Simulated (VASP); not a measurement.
# Cr (P6_3/mmc) in VASP: settings compared, part 2 of 2

VASP 6.6.1. The steps go on from the part before.

### Step 4. Single point, PBEsol, collinear spin, ferromagnetic start

The input, INCAR:

```
SYSTEM = Cr
ALGO = Normal
EDIFF = 1E-7
ENCUT = 520
GGA = PS
ISIF = 2
ISMEAR = -1
ISPIN = 2
LASPH = .TRUE.
LCHARG = .FALSE.
LMAXMIX = 4
LORBIT = 11
LREAL = .FALSE.
LWAVE = .FALSE.
MAGMOM = 0.75 0.75
NBANDS = 23
NELM = 150
NUPDOWN = 1.5
PREC = Accurate
SIGMA = 0.05
```

The input, KPOINTS:

```
k-points
0
G
  9 9 5
  0 0 0
```

The input, POSCAR:

```
Cr
1.0
    2.7140000000      0.0000000000      0.0000000000
   -1.3570000000      2.3503929459      0.0000000000
    0.0000000000      0.0000000000      4.4100000000
Cr
2
Direct
    0.6666666667      0.3333333333      0.7500000000
    0.3333333333      0.6666666667      0.2500000000
```

Potentials or basis: VASP PAW PBE potentials, release 64 (Cr_pv).

The run is started by

```bash
cat potpaw_PBE.64/Cr_pv/POTCAR > POTCAR
mpirun -np 1 vasp_std > vasp.out
```

OUTCAR:

```text
SYSTEM = Cr
   EDIFF = 1E-7
   ENCUT = 520
   GGA = PS
   ISIF = 2
   ISMEAR = -1
   ISPIN = 2
   LASPH = .TRUE.
   LORBIT = 11
   LREAL = .FALSE.
   NELM = 150
   NUPDOWN = 1.5
   PREC = Accurate

 ion  position               nearest neighbor table
   1  0.667  0.333  0.750-   2 2.71   2 2.71   2 2.71   2 2.71   2 2.71   2 2.71
   2  0.333  0.667  0.250-   1 2.71   1 2.71   1 2.71   1 2.71   1 2.71   1 2.71

  LATTYP: Found a hexagonal cell.
 ALAT       =     2.7140000000
 C/A-ratio  =     1.6249078850

  Lattice vectors:

 A1 = (   2.7140000000,   0.0000000000,   0.0000000000)
 A2 = (  -1.3570000000,   2.3503929459,   0.0000000000)
 A3 = (   0.0000000000,   0.0000000000,   4.4100000000)

Analysis of symmetry for initial positions (statically):
=====================================================================
 Subroutine PRICEL returns:
 Original cell was already a primitive cell.

 Routine SETGRP: Setting up the symmetry group for a
 hexagonal supercell.

 Subroutine GETGRP returns: Found 24 space group operations
 (whereof 12 operations were pure point group operations)
 out of a pool of 24 trial point group operations.

The static configuration has the point symmetry D_3d.
 The point group associated with its full space group is D_6h.

Analysis of symmetry for dynamics (positions and initial velocities):
=====================================================================
 Subroutine PRICEL returns:
 Original cell was already a primitive cell.

 Routine SETGRP: Setting up the symmetry group for a
 hexagonal supercell.

 Subroutine GETGRP returns: Found 24 space group operations
 (whereof 12 operations were pure point group operations)
 out of a pool of 24 trial point group operations.

The dynamic configuration has the point symmetry D_3d.
 The point group associated with its full space group is D_6h.

Analysis of structural, dynamic, and magnetic symmetry:
=====================================================================
 Subroutine PRICEL returns:
 Original cell was already a primitive cell.

 Routine SETGRP: Setting up the symmetry group for a
 hexagonal supercell.

[... 144 lines left out ...]
 Free energy of the ion-electron system (eV)
  ---------------------------------------------------
  ext. energy  EPLUGINS =         0.00000000
  ---------------------------------------------------
  free energy    TOTEN  =       -18.91076352 eV

  energy without entropy =      -18.87387771  energy(sigma->0) =      -18.89232062

 E-fermi :   8.1159     XC(G=0): -12.6946

 val. band max:        8.1112126353   @ k =   0.0000   0.0000   0.2000
 cond. band min:       8.1163693106   @ k =   0.3333  -0.0000   0.4000
 fundamental gap:      0.0051566753
 Fermi energy:         8.1094586406

 spin component 1

 k-point     1 :       0.0000    0.0000    0.0000
  band No.  band energies     occupation
      1     -35.1202      1.00000
      2     -34.7796      1.00000
      3     -34.7796      1.00000
      4     -34.7127      1.00000
      5     -34.7127      1.00000
      6     -34.6296      1.00000
[... 613 lines left out ...]
     22      18.3498      0.00000
     23      19.1147      0.00000

 [... further k-points ...]

 spin component 2

 k-point     1 :       0.0000    0.0000    0.0000
  band No.  band energies     occupation
      1     -34.4810      1.00000
      2     -34.0644      1.00000
      3     -34.0644      1.00000
      4     -33.9966      1.00000
      5     -33.9966      1.00000
      6     -33.9817      1.00000
[... 613 lines left out ...]
     22      18.7838      0.00000
     23      19.5359      0.00000

 [... further k-points ...]
[... 5 lines left out ...]
  --------------------------------------------------------------------------------------
  -------------------------------------------------------------------------------------
  Total       -6.0686672     -6.0686672     -5.0094918     -0.0000000     -0.0000000      0.0000000
  in kB     -345.6328379   -345.6328379   -285.3089167     -0.0000000     -0.0000000      0.0000000
  external PRESSURE =    -325.5248642 kB  Pullay stress =       0.0000000 kB

 VOLUME and BASIS-vectors are now :
 -----------------------------------------------------------------------------
  energy-cutoff  :      520.00
  volume of cell :       28.13
      direct lattice vectors                 reciprocal lattice vectors
     2.714000000  0.000000000  0.000000000     0.368459838  0.212730387  0.000000000
    -1.357000000  2.350392946  0.000000000     0.000000000  0.425460773  0.000000000
     0.000000000  0.000000000  4.410000000     0.000000000  0.000000000  0.226757370

 POSITION                                       TOTAL-FORCE (eV/Angst)
 -----------------------------------------------------------------------------------
      1.35700      0.78346      3.30750         0.000000     -0.000000      0.000000
     -0.00000      1.56693      1.10250        -0.000000      0.000000      0.000000
 -----------------------------------------------------------------------------------
    total drift:                               -0.000000      0.000000     -0.000000

  FREE ENERGIE OF THE ION-ELECTRON SYSTEM (eV)
  ---------------------------------------------------
  free  energy   TOTEN  =       -18.9107635217 eV

  energy  without entropy=      -18.8738777120  energy(sigma->0) =      -18.89232062

 total charge

# of ion       s       p       d       tot
------------------------------------------
    1        0.376   6.282   4.054  10.712
    2        0.376   6.282   4.054  10.712
--------------------------------------------------
tot          0.752  12.563   8.108  21.423

 magnetization (x)

# of ion       s       p       d       tot
------------------------------------------
    1        0.001   0.019   0.676   0.696
    2        0.001   0.019   0.676   0.696
--------------------------------------------------
tot          0.002   0.037   1.352   1.391
```

OSZICAR:

```text
N       E                     dE             d eps       ncg     rms          rms(c)
DAV:   1     0.245828063232E+03    0.24583E+03   -0.13605E+04  3320   0.123E+03
DAV:   2    -0.146593763367E+02   -0.26049E+03   -0.25141E+03  3340   0.376E+02
DAV:   3    -0.227468949311E+02   -0.80875E+01   -0.80269E+01  4068   0.778E+01
DAV:   4    -0.228285545426E+02   -0.81660E-01   -0.81522E-01  3848   0.764E+00
DAV:   5    -0.228295977704E+02   -0.10432E-02   -0.10408E-02  3565   0.844E-01    0.160E+01
DAV:   6    -0.190337316155E+02    0.37959E+01   -0.16316E+01  3599   0.426E+01    0.395E+00
DAV:   7    -0.189334153103E+02    0.10032E+00   -0.76579E-01  3585   0.912E+00    0.158E+00
DAV:   8    -0.189202462442E+02    0.13169E-01   -0.55576E-03  3692   0.688E-01    0.909E-01
DAV:   9    -0.189107854192E+02    0.94608E-02   -0.39119E-03  3802   0.588E-01    0.162E-01
DAV:  10    -0.189107546889E+02    0.30730E-04   -0.91914E-04  3627   0.306E-01    0.398E-02
DAV:  11    -0.189107629657E+02   -0.82768E-05   -0.17442E-05  3683   0.386E-02    0.209E-02
DAV:  12    -0.189107652290E+02   -0.22632E-05   -0.11366E-06  3662   0.923E-03    0.756E-03
DAV:  13    -0.189107639815E+02    0.12475E-05   -0.51527E-07  3655   0.550E-03    0.221E-03
DAV:  14    -0.189107635535E+02    0.42795E-06   -0.63660E-08  2275   0.204E-03    0.266E-04
DAV:  15    -0.189107635217E+02    0.31865E-07   -0.48992E-09  1852   0.610E-04
   1 F= -.18910764E+02 E0= -.18892321E+02  d E =-.368858E-01  mag=     1.5000
```

stdout:

```text
POSCAR found type information on POSCAR Cr
 POSCAR found :  1 types and       2 ions
 scaLAPACK will be used
 -----------------------------------------------------------------------------
|                                                                             |
|                                                                             |
|     You enforced a specific xc type in the INCAR file but a different       |
|     I HOPE YOU KNOW WHAT YOU ARE DOING!                                     |
|                                                                             |
 -----------------------------------------------------------------------------

 LDA part: xc-table for (Slater+PW92), standard interpolation
 POSCAR, INCAR and KPOINTS ok, starting setup
 FFT: planning ... GRIDC
 FFT: planning ... GRID_SOFT
 FFT: planning ... GRID
 WAVECAR not read
 entering main loop
```

Run time: 23 s. Hardware: 1 thread of Intel Xeon Platinum 8559C (Emerald Rapids), shared host; peak memory 0.16 GiB.

Results:

```
Free energy                                           : -18.9108 eV
Pressure                                              : -32.6 GPa
Net moment                                            : 1.50 μB per cell
Site moments                                          : Cr +0.70 μB
Valence electrons inside the program's atomic spheres : Cr 10.71
```

Stress tensor (GPa, compression positive):
```
-34.56   0.00   0.00
  0.00 -34.56   0.00
  0.00   0.00 -28.53
```

Caveat: the stress differs along the axes, from -35 to -29 GPa; the PAW data sets were made with another functional, which shifts forces and pressure a little; the total moment is fixed, so each spin has its own Fermi level and the state may be an excited one.

### Step 5. Single point, PBEsol, collinear spin, ferromagnetic start

The input, INCAR:

```
PREC = Accurate ; ENCUT = 520
EDIFF = 1E-6 ; ISMEAR = -1
SIGMA = 0.05 ; LREAL = F
LASPH = T ; NELM = 150
ALGO = Normal ; ISIF = 2
LWAVE = F ; LCHARG = F
ISPIN = 2 ; MAGMOM = 1.5 1.5
LORBIT = 11 ; NUPDOWN = 3.0
LMAXMIX = 4 ; GGA = PS
NBANDS = 23
```

The input, KPOINTS:

```
regular mesh
0
Gamma
  9 9 5
```

POSCAR is that of step 4.

Potentials or basis: VASP PAW PBE potentials, release 64 (Cr_pv).

The run is started by

```bash
cat potpaw_PBE.64/Cr_pv/POTCAR > POTCAR
mpirun -np 1 vasp_std > vasp.out
```

OUTCAR:

```text
PREC = Accurate
   ENCUT = 520
   EDIFF = 1E-6
   ISMEAR = -1
   LREAL = F
   LASPH = T
   NELM = 150
   ISIF = 2
   ISPIN = 2
   LORBIT = 11
   NUPDOWN = 3.0
   GGA = PS

 ion  position               nearest neighbor table
   1  0.667  0.333  0.750-   2 2.71   2 2.71   2 2.71   2 2.71   2 2.71   2 2.71
   2  0.333  0.667  0.250-   1 2.71   1 2.71   1 2.71   1 2.71   1 2.71   1 2.71

  LATTYP: Found a hexagonal cell.
 ALAT       =     2.7140000000
 C/A-ratio  =     1.6249078850

  Lattice vectors:

 A1 = (   2.7140000000,   0.0000000000,   0.0000000000)
 A2 = (  -1.3570000000,   2.3503929459,   0.0000000000)
 A3 = (   0.0000000000,   0.0000000000,   4.4100000000)

Analysis of symmetry for initial positions (statically):
=====================================================================
 Subroutine PRICEL returns:
 Original cell was already a primitive cell.

 Routine SETGRP: Setting up the symmetry group for a
 hexagonal supercell.

 Subroutine GETGRP returns: Found 24 space group operations
[... 815 lines left out ...]

 spin component 2

 k-point     1 :       0.0000    0.0000    0.0000
  band No.  band energies     occupation
      1     -34.0314      1.00000
      2     -33.5863      1.00000
      3     -33.5863      1.00000
      4     -33.5246      1.00000
      5     -33.5176      1.00000
      6     -33.5176      1.00000
[... 613 lines left out ...]
     22      19.0557      0.00000
     23      19.8054      0.00000

 [... further k-points ...]
[... 5 lines left out ...]
  --------------------------------------------------------------------------------------
  -------------------------------------------------------------------------------------
  Total       -4.5947437     -4.5947437     -4.9448033     -0.0000000      0.0000000     -0.0000000
  in kB     -261.6874951   -261.6874951   -281.6246683     -0.0000000      0.0000000     -0.0000000
  external PRESSURE =    -268.3332195 kB  Pullay stress =       0.0000000 kB

 VOLUME and BASIS-vectors are now :
 -----------------------------------------------------------------------------
  energy-cutoff  :      520.00
  volume of cell :       28.13
      direct lattice vectors                 reciprocal lattice vectors
     2.714000000  0.000000000  0.000000000     0.368459838  0.212730387  0.000000000
    -1.357000000  2.350392946  0.000000000     0.000000000  0.425460773  0.000000000
     0.000000000  0.000000000  4.410000000     0.000000000  0.000000000  0.226757370

 POSITION                                       TOTAL-FORCE (eV/Angst)
 -----------------------------------------------------------------------------------
      1.35700      0.78346      3.30750        -0.000000      0.000000      0.000000
     -0.00000      1.56693      1.10250         0.000000     -0.000000      0.000000
 -----------------------------------------------------------------------------------
    total drift:                               -0.000000      0.000000     -0.000000

  FREE ENERGIE OF THE ION-ELECTRON SYSTEM (eV)
  ---------------------------------------------------
  free  energy   TOTEN  =       -18.8557981002 eV

  energy  without entropy=      -18.8209915990  energy(sigma->0) =      -18.83839485

 total charge

# of ion       s       p       d       tot
------------------------------------------
    1        0.376   6.285   4.054  10.715
    2        0.376   6.285   4.054  10.715
--------------------------------------------------
tot          0.752  12.570   8.109  21.431

 magnetization (x)

# of ion       s       p       d       tot
------------------------------------------
    1        0.001   0.040   1.345   1.385
    2        0.001   0.040   1.345   1.385
--------------------------------------------------
tot          0.002   0.079   2.690   2.771
```

OSZICAR:

```text
N       E                     dE             d eps       ncg     rms          rms(c)
DAV:   1     0.246829955676E+03    0.24683E+03   -0.13627E+04  3320   0.123E+03
DAV:   2    -0.141835187025E+02   -0.26101E+03   -0.25170E+03  3333   0.375E+02
DAV:   3    -0.222781095857E+02   -0.80946E+01   -0.80395E+01  4082   0.780E+01
DAV:   4    -0.223582989361E+02   -0.80189E-01   -0.80057E-01  3834   0.761E+00
DAV:   5    -0.223593311179E+02   -0.10322E-02   -0.10304E-02  3557   0.841E-01    0.153E+01
DAV:   6    -0.188890613824E+02    0.34703E+01   -0.13672E+01  3613   0.394E+01    0.421E+00
DAV:   7    -0.188741741314E+02    0.14887E-01   -0.54214E-01  3641   0.735E+00    0.189E+00
DAV:   8    -0.188670433698E+02    0.71308E-02   -0.75049E-03  3656   0.744E-01    0.706E-01
DAV:   9    -0.188560428147E+02    0.11001E-01   -0.31355E-03  3690   0.545E-01    0.205E-01
DAV:  10    -0.188557802239E+02    0.26259E-03   -0.97747E-04  3627   0.284E-01    0.574E-02
DAV:  11    -0.188557974257E+02   -0.17202E-04   -0.24219E-05  3620   0.511E-02    0.207E-02
DAV:  12    -0.188557995690E+02   -0.21434E-05   -0.30211E-06  3680   0.116E-02    0.952E-03
DAV:  13    -0.188557984890E+02    0.10800E-05   -0.74285E-07  2388   0.691E-03    0.213E-03
DAV:  14    -0.188557981002E+02    0.38881E-06   -0.94131E-08  1880   0.290E-03
   1 F= -.18855798E+02 E0= -.18838395E+02  d E =-.348065E-01  mag=     3.0000
```

stdout:

```text
POSCAR found type information on POSCAR Cr
 POSCAR found :  1 types and       2 ions
 scaLAPACK will be used
 -----------------------------------------------------------------------------
|                                                                             |
|                                                                             |
|     You enforced a specific xc type in the INCAR file but a different       |
|     I HOPE YOU KNOW WHAT YOU ARE DOING!                                     |
|                                                                             |
 -----------------------------------------------------------------------------

 LDA part: xc-table for (Slater+PW92), standard interpolation
 POSCAR, INCAR and KPOINTS ok, starting setup
 FFT: planning ... GRIDC
 FFT: planning ... GRID_SOFT
 FFT: planning ... GRID
 WAVECAR not read
 entering main loop
```

Run time: 22 s. Hardware: 1 thread of Intel Xeon Platinum 8559C (Emerald Rapids), shared host; peak memory 0.16 GiB.

Results:

* Free energy: -18.8558 eV
* Pressure: -26.8 GPa
* Net moment: 3.00 μB per cell
* Site moments: Cr +1.39 μB
* Valence electrons inside the program's atomic spheres: Cr 10.71

Caveat: the cell stands under tension; the PAW data sets were made with another functional, which shifts forces and pressure a little; the total moment is fixed, so each spin has its own Fermi level and the state may be an excited one.

### Step 6. Overview

```tsv
level	potentials or basis	spin	fixed moment (μB)	k mesh	grid for exact exchange (PRECFOCK)	share of exact exchange	pressure (GPa)	moment (μB)
B3LYP	VASP PAW PBE potentials, release 64 (Cr_sv)	collinear, ferromagnetic start	-	6 × 6 × 3	Normal	0.2	-24.1	2.98
PBEsol	VASP PAW PBE potentials, release 64 (Cr_pv)	collinear, zero start	0.0	9 × 9 × 5	-	-	-34.2	0.00
PBEsol	VASP PAW PBE potentials, release 64 (Cr_pv)	collinear, ferromagnetic start	1.5	9 × 9 × 5	-	-	-32.6	1.50
PBEsol	VASP PAW PBE potentials, release 64 (Cr_pv)	collinear, ferromagnetic start	3.0	9 × 9 × 5	-	-	-26.8	3.00
```

Alike in all rows: task single point; cell as given; cutoff (eV) 520; smearing fermi-dirac 0.05 eV.

Caveats: some runs use coarse meshes; the PAW data sets were made with another functional, which shifts forces and pressure a little; the total moment is fixed, so each spin has its own Fermi level and the state may be an excited one (at least some runs); the stress differs along the axes, from -37 to -28 GPa (at least some runs); the total moment is fixed, so each spin has its own Fermi level (at least some runs); the stress differs along the axes, from -35 to -29 GPa (at least some runs); the cell stands under tension (at least some runs).

Total energies depend on the potentials used, so only differences within one code and one set of settings carry meaning.
